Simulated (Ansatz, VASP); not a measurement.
One calculation of In, two programs

File INCAR:

```
SYSTEM = In
  PREC = Accurate
  ENCUT = 520
  EDIFF = 1E-6
  ISMEAR = -1
  SIGMA = 0.1
  LREAL = .False.
  LASPH = .True.
  NELM = 80
  ALGO = Normal
  ISIF = 2
  LWAVE = .False.
  LCHARG = .True.
  GGA = PS
  LELF = .True.
  LVHAR = .True.
  NBANDS = 20
```

KPOINTS

```
regular mesh
0
Gamma
  12 12 7
  0 0 0
```

File POSCAR:

```
In
1.0
    3.3163055326      0.0000000000      0.0000000000
   -1.6581527663      2.8720048380      0.0000000000
    0.0000000000      0.0000000000      5.3936927047
In
2
Direct
    0.3333333333      0.6666666667      0.2500000000
    0.6666666667      0.3333333333      0.7500000000
```

Input for Ansatz:

```yaml
crystal:
  lattice:
    - [3.3163055326, 0.0, 0.0]
    - [-1.6581527663, 2.872004838, 0.0]
    - [0.0, 0.0, 5.3936927047]
  atoms:
    - { symbol: In, position: [0.3333333333, 0.6666666667, 0.25] }
    - { symbol: In, position: [0.6666666667, 0.3333333333, 0.75] }
hamiltonian:
  xc: pbesol
  pseudopotentials:
    kind: paw
    azcp:
      In: "pseudopotentials/In.paw.azcp"
basis:
  ecutwfc: 420
  fft_grid_basis: typed
kpoints:
  mp_grid: { grid: [12, 12, 7], shift: [0, 0, 0] }
magnetization:
  spin_polarized: false
scf:
  occupations: { method: fermi_dirac, width: 0.1 }
  lower_state_search: "off"
output:
  stress: true
  write_density: true
  write_potential: true
  elf: true
  volumetric_format: npy
```

Alike in both runs: task single point; functional PBEsol; k mesh 12 × 12 × 7; occupations fermi-dirac, width 0.1 eV; no spin polarisation.

```csv
,VASP,Ansatz
version,VASP 6.6.1,Ansatz 0.2.0
potentials or method,"VASP PAW PBE potentials, release 64 (In_d), cutoff 520 eV","plane waves (420 eV) with PAW, scalar-relativistic"
valence electrons in the cell,26,26
```

|  | VASP | Ansatz | Ansatz less VASP |
| --- | --- | --- | --- |
| pressure (GPa) | 0.0 | 0.0 | +0.05 |
| traceless stress, the component that is largest in VASP (GPa) | -0.49 | -0.49 | +0.003 |

VASP's potentials were made for PBE, not for PBEsol, and Ansatz warns of the same on its side.
